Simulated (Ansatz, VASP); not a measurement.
# One calculation of NaH, two programs

```xyz
2
Lattice="0.0000 2.3728 2.3728 2.3728 0.0000 2.3728 2.3728 2.3728 0.0000" Properties=species:S:1:pos:R:3 pbc="T T T"
Na    0.0000    0.0000    0.0000
H     2.3728    2.3728    2.3728
```

Alike in both runs: task single point; functional r2SCAN; k mesh 10 × 10 × 10; occupations fermi-dirac, width 0.2 eV; no spin polarisation.

|  | VASP | Ansatz |
| --- | --- | --- |
| version | VASP 6.6.1 | Ansatz 0.2.0 |
| potentials or method | VASP PAW PBE potentials, release 64 (Na_pv, H), cutoff 520 eV | scalar-relativistic, plane waves, PAW |
| valence electrons in the cell | 8 | 10 |

```tsv
	VASP	Ansatz	Ansatz less VASP
gap on the k mesh at the Fermi level (eV)	4.49	4.47	-0.011
least direct gap on the mesh (eV)	5.32	5.34	+0.011
pressure (GPa)	0.6	0.8	+0.18
```

VASP's potentials were made for PBE, not for r2SCAN. VASP's potentials hold 8 valence electrons a cell and Ansatz's 10, so a difference there can come from the potentials and not from the codes.
